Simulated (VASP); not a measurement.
Here is a VASP 6.6.1 calculation.

The input POSCAR:

```
Mo
1.0
    0.0000000000      0.0000000000     -5.0678010884
    5.4976358598      0.0000000000      0.0000000000
   -2.7488179299     -4.7610923154      0.0000000000
Mo
8
Direct
    0.2500000000      0.0000000000      0.5000000000
    0.7500000000      0.0000000000      0.5000000000
    0.2500000000      0.5000000000      0.5000000000
    0.7500000000      0.5000000000      0.5000000000
    0.2500000000      1.0000000000      1.0000000000
    0.7500000000      1.0000000000      1.0000000000
    0.2500000000      0.5000000000      1.0000000000
    0.7500000000      0.5000000000      1.0000000000
```

The input INCAR.step1:

```
SYSTEM = Mo
PREC = Accurate ; ENCUT = 520
ISMEAR = 0 ; SIGMA = 0.15
LREAL = .False. ; LASPH = .True.
NELM = 80 ; NBANDS = 66
GGA = PE ; ALGO = Normal
EDIFF = 1E-4 ; LWAVE = .True.
LCHARG = .False.
```

The input INCAR.step2:

```
SYSTEM = Mo
PREC = Accurate ; ENCUT = 520
EDIFF = 1E-6 ; ISMEAR = 0
SIGMA = 0.15 ; LREAL = .False.
LASPH = .True. ; NELM = 80
ALGO = Normal ; ISIF = 2
LWAVE = .False. ; LCHARG = .True.
METAGGA = R2SCAN ; LMIXTAU = .True.
LELF = .True. ; LVHAR = .True.
NBANDS = 66 ; ISTART = 1
```

The input KPOINTS:

```
regular mesh
0
Gamma
  8 6 6
  0 0 0
```

Potentials or basis: VASP PAW PBE potentials, release 64 (Mo_sv).

Command:

```sh
$ cat potpaw_PBE.64/Mo_sv/POTCAR > POTCAR
$ cp INCAR.step1 INCAR
$ mpirun -np 1 vasp_std > vasp.out
$ cp INCAR.step2 INCAR
$ mpirun -np 1 vasp_std > vasp.out
```

(1) What does it give for the pressure?

(2) What does it give for the band gap on the k mesh?

Answers

(1) 1.0 GPa.

(2) zero (bands 56 and 57 overlap by 1.41 eV).

Caveat: the PAW data sets were made with another functional, which shifts forces and pressure a little.
